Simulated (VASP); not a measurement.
A run of VASP 6.6.1 is set up as follows.

The input INCAR:

```
SYSTEM = Te2I3
PREC = Accurate ; ENCUT = 520
EDIFF = 1E-6 ; ISMEAR = 0
SIGMA = 0.1 ; LREAL = .False.
LASPH = .True. ; NELM = 60
ALGO = Normal ; ISIF = 2
LWAVE = .False. ; LCHARG = .True.
GGA = PE ; LELF = .True.
LVHAR = .True. ; NBANDS = 24
```

Contents of KPOINTS:

```
regular mesh
0
Gamma
  3 3 4
  0 0 0
```

Contents of POSCAR:

```
Te2I3
1.0
    6.5811749600      0.0000000000      0.0000000000
   -3.2905874800      5.6994647100      0.0000000000
    0.0000000000      0.0000000000      6.0738232900
Te I
2 3
Direct
    0.3333333300      0.6666666700      0.5000000000
    0.6666666700      0.3333333300      0.5000000000
    0.5000000000      0.0000000000      0.0000000000
    0.0000000000      0.5000000000      0.0000000000
    0.5000000000      0.5000000000      0.0000000000
```

Potentials or basis: VASP PAW PBE potentials, release 64 (Te, I).

Launch:

```console
$ cat potpaw_PBE.64/Te/POTCAR potpaw_PBE.64/I/POTCAR > POTCAR
$ mpirun -np 1 vasp_std > vasp.out
```

Q: Predict the pressure.

A: -0.7 GPa.

Stress tensor (GPa, compression positive):
```
-0.89  0.00  0.00
 0.00 -0.89  0.00
 0.00  0.00 -0.25
```

Caveat: the k points lie up to 0.37 Å⁻¹ apart; this functional lacks dispersion, which binds the layers, so the pressure and a relaxed spacing across them are unreliable; an odd number of electrons without spin polarisation forces a metal; a magnetic or distorted state may lie lower.
